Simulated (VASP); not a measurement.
# Be3Te4 (P6_3/m) in VASP: relaxation of cell and atoms with PBE

Aim: the relaxation of cell and atoms of Be3Te4 with PBE.

Everything below comes from runs of VASP 6.6.1. Logs are shortened: lines on timing, memory, paths and dates and some standing lists are left out, and cuts for length are marked.

## (1) The cell of the first run

The structure is hexagonal, space group P6_3/m (No. 176). The conventional cell has a = 10.657 Å, b = 10.657 Å, c = 3.951 Å, α = 90.00°, β = 90.00°, γ = 120.00°. Be (site symmetry m) has 4 Te at 2.39 to 2.45 Å within 3.2 Å. Within 3.2 Å of Te (site symmetry -6) lie 3 Be at 2.45 Å. Te (site symmetry m) has 3 Be at 2.39 to 2.42 Å within 3.2 Å.

## (2) Relaxation of cell and atoms, PBE

INCAR reads:

```
SYSTEM = Be3Te4
PREC = Accurate
ENCUT = 600
EDIFF = 1E-6
ISMEAR = 0
SIGMA = 0.1
LREAL = .FALSE.
LASPH = .TRUE.
NELM = 80
ALGO = Fast
ISIF = 3
LWAVE = .FALSE.
LCHARG = .FALSE.
GGA = PE
IBRION = 2
NSW = 100
EDIFFG = -0.01
KPAR = 4
```

KPOINTS reads:

```
Automatic mesh
0
G
  6 6 8
  0 0 0
```

POSCAR reads:

```
Be3Te4
1.0
   10.6574080786      0.0000000000      0.0000000000
   -5.3287040393      9.2295861345      0.0000000000
    0.0000000000      0.0000000000      3.9511521052
Be Te
6 8
Direct
    0.4026594454      0.1768552905      0.7500000000
    0.7741958451      0.5973405546      0.7500000000
    0.8231447095      0.2258041549      0.7500000000
    0.2258041549      0.4026594454      0.2500000000
    0.1768552905      0.7741958451      0.2500000000
    0.5973405546      0.8231447095      0.2500000000
    0.6666666667      0.3333333333      0.7500000000
    0.9675263843      0.3145839880      0.2500000000
    0.6854160120      0.6529423962      0.2500000000
    0.3470576038      0.0324736157      0.2500000000
    0.3333333333      0.6666666667      0.2500000000
    0.3145839880      0.3470576038      0.7500000000
    0.6529423962      0.9675263843      0.7500000000
    0.0324736157      0.6854160120      0.7500000000
```

Potentials or basis: VASP PAW PBE potentials, release 64 (Be, Te).

The run is started by

```bash
$ cat potpaw_PBE.64/Be/POTCAR potpaw_PBE.64/Te/POTCAR > POTCAR
$ mpirun -np 4 vasp_std > vasp.out
```

OUTCAR:

```text
SYSTEM = Be3Te4
   PREC = Accurate
   ENCUT = 600
   EDIFF = 1E-6
   ISMEAR = 0
   LREAL = .FALSE.
   LASPH = .TRUE.
   NELM = 80
   ISIF = 3
   GGA = PE
   IBRION = 2
   NSW = 100
   EDIFFG = -0.01

 ion  position               nearest neighbor table
   1  0.403  0.177  0.750-  10 2.39  10 2.39  12 2.42   7 2.45
   2  0.774  0.597  0.750-   9 2.39   9 2.39  14 2.42   7 2.45
   3  0.823  0.226  0.750-   8 2.39   8 2.39  13 2.42   7 2.45
   4  0.226  0.403  0.250-  12 2.39  12 2.39   8 2.42  11 2.45
   5  0.177  0.774  0.250-  14 2.39  14 2.39  10 2.42  11 2.45
   6  0.597  0.823  0.250-  13 2.39  13 2.39   9 2.42  11 2.45
   7  0.667  0.333  0.750-   3 2.45   1 2.45   2 2.45
   8  0.968  0.315  0.250-   3 2.39   3 2.39   4 2.42
   9  0.685  0.653  0.250-   2 2.39   2 2.39   6 2.42
  10  0.347  0.032  0.250-   1 2.39   1 2.39   5 2.42
  11  0.333  0.667  0.250-   5 2.45   6 2.45   4 2.45
  12  0.315  0.347  0.750-   4 2.39   4 2.39   1 2.42
  13  0.653  0.968  0.750-   6 2.39   6 2.39   3 2.42
  14  0.032  0.685  0.750-   5 2.39   5 2.39   2 2.42

  LATTYP: Found a hexagonal cell.
 ALAT       =    10.6574080786
 C/A-ratio  =     0.3707423115

  Lattice vectors:

 A1 = (  10.6574080786,   0.0000000000,   0.0000000000)
 A2 = (  -5.3287040393,   9.2295861345,   0.0000000000)
 A3 = (   0.0000000000,   0.0000000000,   3.9511521052)

Analysis of symmetry for initial positions (statically):
=====================================================================
 Subroutine PRICEL returns:
 Original cell was already a primitive cell.

 Routine SETGRP: Setting up the symmetry group for a
 hexagonal supercell.

 Subroutine GETGRP returns: Found 12 space group operations
 (whereof  6 operations were pure point group operations)
 out of a pool of 24 trial point group operations.

The static configuration has the point symmetry S_6 .
 The point group associated with its full space group is C_6h.

Analysis of symmetry for dynamics (positions and initial velocities):
=====================================================================
 Subroutine PRICEL returns:
 Original cell was already a primitive cell.

 Routine SETGRP: Setting up the symmetry group for a
 hexagonal supercell.

 Subroutine GETGRP returns: Found 12 space group operations
 (whereof  6 operations were pure point group operations)
 out of a pool of 24 trial point group operations.

The dynamic configuration has the point symmetry S_6 .
 The point group associated with its full space group is C_6h.

 Subroutine INISYM returns: Found 12 space group operations
 (whereof  6 operations are pure point group operations),
 and found     1 'primitive' translations

----------------------------------------------------------------------------------------

                                     Primitive cell

  volume of cell :     388.6490

  direct lattice vectors                    reciprocal lattice vectors
    10.657408079  0.000000000  0.000000000     0.093831445  0.054173610  0.000000000
    -5.328704039  9.229586134  0.000000000     0.000000000  0.108347220  0.000000000
     0.000000000  0.000000000  3.951152105     0.000000000  0.000000000  0.253090737

  length of vectors
    10.657408079 10.657408079  3.951152105     0.108347220  0.108347220  0.253090737

  position of ions in fractional coordinates (direct lattice)
     0.402659445  0.176855291  0.750000000
     0.774195845  0.597340555  0.750000000
     0.823144709  0.225804155  0.750000000
     0.225804155  0.402659445  0.250000000
     0.176855291  0.774195845  0.250000000
     0.597340555  0.823144709  0.250000000
     0.666666667  0.333333333  0.750000000
     0.967526384  0.314583988  0.250000000
     0.685416012  0.652942396  0.250000000
     0.347057604  0.032473616  0.250000000
     0.333333333  0.666666667  0.250000000
     0.314583988  0.347057604  0.750000000
     0.652942396  0.967526384  0.750000000
     0.032473616  0.685416012  0.750000000

  ion indices of the primitive-cell ions
   primitive index   ion index
                 1           1
                 2           2
                 3           3
                 4           4
                 5           5
                 6           6
                 7           7
                 8           8
                 9           9
                10          10
                11          11
                12          12
                13          13
                14          14

----------------------------------------------------------------------------------------

 KPOINTS: Automatic mesh

Automatic generation of k-mesh.
 Grid dimensions read from file:
 generate k-points for:    6    6    8

 Generating k-lattice:

  Cartesian coordinates                     Fractional coordinates (reciprocal lattice)
     0.015638574  0.009028935  0.000000000     0.166666667  0.000000000  0.000000000
     0.000000000  0.018057870  0.000000000     0.000000000  0.166666667  0.000000000
     0.000000000  0.000000000  0.031636342     0.000000000  0.000000000  0.125000000

  Length of vectors
     0.018057870  0.018057870  0.031636342

  Shift w.r.t. Gamma in fractional coordinates (k-lattice)
     0.000000000  0.000000000  0.000000000

 Subroutine IBZKPT returns following result:
 ===========================================

 Found     40 irreducible k-points:

 Following reciprocal coordinates:
            Coordinates               Weight
  0.000000  0.000000  0.000000      1.000000
  0.166667 -0.000000  0.000000      6.000000
  0.333333 -0.000000  0.000000      6.000000
  0.500000 -0.000000  0.000000      3.000000
  0.166667  0.166667  0.000000      6.000000
  0.333333  0.166667  0.000000      6.000000
[... 16 lines left out ...]
 -0.333333  0.500000 -0.250000     12.000000
  0.333333  0.333333  0.250000      4.000000
 [... further k-points ...]
   k-points           NKPTS =     40   k-points in BZ     NKDIM =     40   number of bands    NBANDS=     38
   number of dos      NEDOS =    301   number of ions     NIONS =     14
   total plane-waves  NPLWV = 259200
   dimension x,y,z NGX =    90 NGY =   90 NGZ =   32
   dimension x,y,z NGXF=   180 NGYF=  180 NGZF=   64
   ions per type =               6   8
   NGX,Y,Z   is equivalent  to a cutoff of  14.04, 14.04, 13.46 a.u.
   NGXF,Y,Z  is equivalent  to a cutoff of  28.08, 28.08, 26.93 a.u.
 SYSTEM =  Be3Te4
   PREC   = accura    normal or accurate (medium, high low for compatibility)
   ISTART =      0    job   : 0-new  1-cont  2-samecut
   ICHARG =      2    charge: 1-file 2-atom 10-const
   ISPIN  =      1    spin polarized calculation?
   LNONCOLLINEAR =      F non collinear calculations
   LSORBIT =      F    spin-orbit coupling
   LASPH  =      T    aspherical Exc in radial PAW
   ENCUT  =  600.0 eV  44.10 Ry    6.64 a.u.  21.29 21.29  7.89*2*pi/ulx,y,z
   NELM   =     80;   NELMIN=  2; NELMDL= -5     # of ELM steps
   EDIFF  = 0.1E-05   stopping-criterion for ELM
   LREAL  =      F    real-space projection
   EDIFFG = -.1E-01   stopping-criterion for IOM
   NSW    =    100    number of steps for IOM
   IBRION =      2    ionic relax: 0-MD 1-quasi-New 2-CG
   NFREE  =      1    steps in history (QN), initial steepest desc. (CG)
   ISIF   =      3    stress and relaxation
   ISYM   =      2    0-nonsym 1-usesym 2-fastsym
   POTIM  = 0.5000    time-step for ionic-motion
   TEBEG  =    0.0;   TEEND  =   0.0 temperature during run
   PSTRESS=    0.0 pullay stress
   NELECT =      60.0000    total number of electrons
   NUPDOWN=      -1.0000    fix difference up-down
   EMIN   =  10.00;   EMAX   =-10.00  energy-range for DOS
   EFERMI =   0.00;   METHOD = LEGACY
   ISMEAR =     0;   SIGMA  =   0.10  broadening in eV -4-tet -1-fermi 0-gaus
   EFERMI_NEDOS =   21; number of points for ismear=-14 and -15
   IALGO  =     68    algorithm
   IMIX   =      4    mixing-type and parameters
     AMIX     =   0.40;   BMIX     =  1.00
     AMIX_MAG =   1.60;   BMIX_MAG =  1.00
  volume/ion in A,a.u.               =      27.76       187.34
  Fermi-wavevector in a.u.,A,eV,Ry     =   0.878226  1.659606 10.493903  0.771280
  Thomas-Fermi vector in A             =   1.998283
   LORBIT       =      0    0 simple, 1 ext, 2 COOP (PROOUT), +10 PAW based schemes
   GGA     = PE    functional components
   LHFCALC =     F    Hartree Fock is set to
   AEXX    =    0.0000 exact exchange contribution
   IVDW    =     0    specifies the selected vdW correction
   LEPSILON=     F    determine dielectric tensor
   LRPA    =     F    only Hartree local field effects (RPA)
 conjugate gradient relaxation of ions
 non-spin polarized calculation
 RMM-DIIS sequential band-by-band and
 Gauss-broadening in eV      SIGMA  =   0.10
  energy-cutoff  :      600.00
  volume of cell :      388.65
 maximum number of plane-waves:     13036
 NGX is ok and might be reduce to    90
   NGX = 43   NGY = 43   NGZ = 15

--------------------------------------- Ionic step        1  -------------------------------------------

 number of electron      59.9999997 magnetization

 Free energy of the ion-electron system (eV)
  ---------------------------------------------------
  ext. energy  EPLUGINS =         0.00000000
  ---------------------------------------------------
  free energy    TOTEN  =       -48.80686373 eV

  energy without entropy =      -48.75956125  energy(sigma->0) =      -48.78321249

------------------------ aborting loop because EDIFF is reached ----------------------------------------

  FORCE on cell =-STRESS in cart. coord.  units (eV):
  Direction    XX          YY          ZZ          XY          YZ          ZX
  --------------------------------------------------------------------------------------
  -------------------------------------------------------------------------------------
  Total        0.1934499      0.1934499      0.0817305     -0.0000002      0.0000000      0.0000000
  in kB        0.7974830      0.7974830      0.3369280     -0.0000009      0.0000000      0.0000000
  external PRESSURE =       0.6439647 kB  Pullay stress =       0.0000000 kB
[... 125 lines left out ...]
  FREE ENERGIE OF THE ION-ELECTRON SYSTEM (eV)
  ---------------------------------------------------
  free  energy   TOTEN  =       -48.8119255870 eV

  energy  without entropy=      -48.7647718244  energy(sigma->0) =      -48.78834871

[... ionic steps 4 to 8 ...]

--------------------------------------- Ionic step        9  -------------------------------------------

 number of electron      59.9999997 magnetization

------------------------ aborting loop because EDIFF is reached ----------------------------------------

  FORCE on cell =-STRESS in cart. coord.  units (eV):
  Direction    XX          YY          ZZ          XY          YZ          ZX
  --------------------------------------------------------------------------------------
  -------------------------------------------------------------------------------------
  Total        0.2270141      0.2270141      0.1004412     -0.0000001      0.0000000      0.0000000
  in kB        0.9385965      0.9385965      0.4152772     -0.0000003      0.0000000      0.0000000
  external PRESSURE =       0.7641567 kB  Pullay stress =       0.0000000 kB
[... 81 lines left out ...]
  energy  without entropy=      -48.7782566743  energy(sigma->0) =      -48.80072665

--------------------------------------- Ionic step       11  -------------------------------------------

 number of electron      59.9999997 magnetization

 Free energy of the ion-electron system (eV)
  ---------------------------------------------------
  ext. energy  EPLUGINS =         0.00000000
  ---------------------------------------------------
  free energy    TOTEN  =       -48.82330749 eV

  energy without entropy =      -48.77831527  energy(sigma->0) =      -48.80081138

 E-fermi :   3.4592     XC(G=0):  -8.2880

 val. band max:        3.4432736595   @ k =   0.1667   0.1667   0.2500
 cond. band min:       3.4692639623   @ k =   0.3333  -0.0000   0.3750
 fundamental gap:      0.0259903028
 Fermi energy:         3.4591665696

 k-point     1 :       0.0000    0.0000    0.0000
  band No.  band energies     occupation
      1      -8.4351      2.00000
      2      -7.6626      2.00000
      3      -7.4444      2.00000
      4      -7.4444      2.00000
      5      -7.3720      2.00000
      6      -7.3720      2.00000
[... 973 lines left out ...]
     37       7.7097      0.00000
     38       7.9293      0.00000

 [... further k-points ...]

------------------------ aborting loop because EDIFF is reached ----------------------------------------

  FORCE on cell =-STRESS in cart. coord.  units (eV):
  Direction    XX          YY          ZZ          XY          YZ          ZX
  --------------------------------------------------------------------------------------
  -------------------------------------------------------------------------------------
  Total        0.0377967      0.0377967     -0.0334682      0.0000000     -0.0000000      0.0000000
  in kB        0.1560196      0.1560196     -0.1381523      0.0000001     -0.0000000      0.0000000
  external PRESSURE =       0.0579623 kB  Pullay stress =       0.0000000 kB
[... 29 lines left out ...]
  FREE ENERGIE OF THE ION-ELECTRON SYSTEM (eV)
  ---------------------------------------------------
  free  energy   TOTEN  =       -48.8233074948 eV

  energy  without entropy=      -48.7783152670  energy(sigma->0) =      -48.80081138

 reached required accuracy - stopping structural energy minimisation
```

Run time: 45 min. Hardware: 4 MPI ranks of Oxide Virtual Turin-like, shared host; peak memory 0.98 GiB.

Results:

- Free energy: -48.8233 eV
- Relaxed volume: 27.72 Å³/atom
- Relaxed cell: a = 10.672 Å, b = 10.672 Å, c = 3.935 Å, α = 90.00°, β = 90.00°, γ = 120.00°
- Space group after relaxing (to 0.1 Å): P6_3/m (No. 176)
- Energy gained by relaxing: 1.2 meV/atom
- Ionic steps: 11
- Pressure after relaxing: 0.0 GPa
- Largest force after relaxing: 0.004 eV/Å
- Band gap on the k mesh: zero (bands 30 and 31 overlap by 1.21 eV)

Forces on the atoms (eV/Å):
```
Be   0.000  0.003  0.000
Be   0.003 -0.002  0.000
Be  -0.003 -0.002  0.000
Be  -0.003  0.002  0.000
Be   0.003  0.002  0.000
Be   0.000 -0.003  0.000
Te   0.000  0.000  0.000
Te   0.004  0.000  0.000
Te  -0.002  0.003  0.000
Te  -0.002 -0.003  0.000
Te   0.000  0.000  0.000
Te   0.002 -0.003  0.000
Te   0.002  0.003  0.000
Te  -0.004  0.000  0.000
```

Step by step:
| step | energy change (eV) | largest force (eV/Å) | pressure (GPa) | volume (Å³) |
| --- | --- | --- | --- | --- |
| 1 | 0.0000 | 0.0772 | 0.06 | 388.65 |
| 2 | -0.0019 | 0.0704 | 0.00 | 389.28 |
| 3 | -0.0051 | 0.0513 | -0.23 | 391.16 |
| 4 | -0.0064 | 0.0487 | -0.20 | 390.86 |
| 5 | -0.0098 | 0.0422 | -0.12 | 389.96 |
| 6 | -0.0139 | 0.0320 | 0.05 | 388.15 |
| 7 | -0.0115 | 0.0423 | 0.40 | 384.55 |
| 8 | -0.0148 | 0.0302 | 0.16 | 386.98 |
| 9 | -0.0162 | 0.0086 | 0.08 | 387.51 |
| 10 | -0.0163 | 0.0036 | 0.04 | 387.80 |
| 11 | -0.0164 | 0.0036 | 0.01 | 388.14 |

Final structure:
```xyz
14
Lattice="10.6718 0.0000 0.0000 -5.3359 9.2420 0.0000 0.0000 0.0000 3.9353" Properties=species:S:1:pos:R:3 pbc="T T T"
Be    3.3428    1.6552    2.9515
Be    5.0979    5.5195    2.9515
Be    7.5670    2.0674    2.9515
Be    0.2380    3.7225    0.9838
Be   -2.2311    7.1747    0.9838
Be    1.9931    7.5869    0.9838
Te    5.3359    3.0807    2.9515
Te    8.6061    2.9538    0.9838
Te    3.8107    5.9762    0.9838
Te    3.5909    0.3121    0.9838
Te    0.0000    6.1614    0.9838
Te    1.5252    3.2659    2.9515
Te    1.7450    8.9300    2.9515
Te   -3.2702    6.2882    2.9515
```

Caveat: spin-orbit coupling is left out, which moves the levels of the heavy elements.

The gap in the log of VASP goes by the Fermi energy; the results here count the filled bands.